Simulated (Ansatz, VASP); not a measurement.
**Pd in VASP and in Ansatz**

```
CELL_PARAMETERS angstrom
0.00000 3.00391 3.00391
3.00391 0.00000 3.00391
3.00391 3.00391 0.00000
ATOMIC_POSITIONS crystal
Pd 0.12500 0.12500 0.12500
Pd 0.87500 0.87500 0.87500
```

Alike in both runs: task single point; functional BLYP; k mesh 10 × 10 × 10; occupations fermi-dirac, width 0.05 eV; collinear spin.

|  | VASP | Ansatz |
| --- | --- | --- |
| version | VASP 6.6.1 | Ansatz 0.2.0 |
| potentials or method | VASP PAW PBE potentials, release 64 (Pd), cutoff 500 eV | plane waves (420 eV) with PAW, scalar-relativistic |
| valence electrons in the cell | 20 | 36 |

|  | VASP | Ansatz | Ansatz less VASP |
| --- | --- | --- | --- |
| pressure (GPa) | -1.9 | -2.0 | -0.08 |
| net moment per atom (μB) | 0.44 | 0.44 | +0.002 |
| size of the moment on the site where the two differ most (μB) | 0.43 | 0.43 | -0.002 |

VASP's potentials were made for PBE, not for BLYP. Site moments also hang on the region over which each program counts them. The functional is the same, so the differences come from potentials, cutoffs and numerics. VASP's potentials hold 20 valence electrons a cell and Ansatz's 36, so a difference there can come from the potentials and not from the codes.
